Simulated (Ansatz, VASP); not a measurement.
GaAs in VASP and in Ansatz

File INCAR:

```
PREC = Accurate ; ENCUT = 520
EDIFF = 1E-7 ; ISMEAR = 0
SIGMA = 0.05 ; LREAL = False
LASPH = True ; NELM = 80
ALGO = Normal ; ISIF = 2
LWAVE = False ; LCHARG = False
GGA = PS ; NBANDS = 16
```

File KPOINTS:

```
Automatic mesh
0
Gamma
  10 10 10
```

POSCAR

```
GaAs
1.0
    0.0000000000      2.8380633885      2.8380633885
    2.8380633885      0.0000000000      2.8380633885
    2.8380633885      2.8380633885      0.0000000000
Ga As
1 1
Direct
    0.0000000000      0.0000000000      0.0000000000
    0.7500000000      0.7500000000      0.7500000000
```

Input for Ansatz:

```yaml
crystal:
  lattice:
    - [0.0, 2.8380633885, 2.8380633885]
    - [2.8380633885, 0.0, 2.8380633885]
    - [2.8380633885, 2.8380633885, 0.0]
  atoms:
    - { symbol: Ga, position: [0.0, 0.0, 0.0] }
    - { symbol: As, position: [0.75, 0.75, 0.75] }
basis:
  ecutwfc: 420
  ecutrho_ratio: 4
kpoints:
  mp_grid: { grid: [10, 10, 10] }
hamiltonian:
  xc: pbesol
scf:
  occupations: { method: gaussian, width: 0.05 }
output:
  forces: true
  stress: true
  eigenvalues: true
```

Alike in both runs: task single point; functional PBEsol; k mesh 10 × 10 × 10; occupations gaussian, width 0.05 eV; no spin polarisation.

|  | VASP | Ansatz |
| --- | --- | --- |
| version | VASP 6.6.1 | Ansatz 0.2.0 |
| potentials or method | VASP PAW PBE potentials, release 64 (Ga_d, As), cutoff 520 eV | scalar-relativistic, plane waves, PAW |
| valence electrons in the cell | 18 | 28 |

|  | VASP | Ansatz | Ansatz less VASP |
| --- | --- | --- | --- |
| gap on the k mesh at the Fermi level (eV) | 0.37 | 0.35 | -0.013 |
| least direct gap on the mesh (eV) | 0.37 | 0.35 | -0.013 |
| pressure (GPa) | -0.5 | -0.6 | -0.15 |

VASP's potentials were made for PBE, not for PBEsol. VASP's potentials hold 18 valence electrons a cell and Ansatz's 28, so a difference there can come from the potentials and not from the codes.
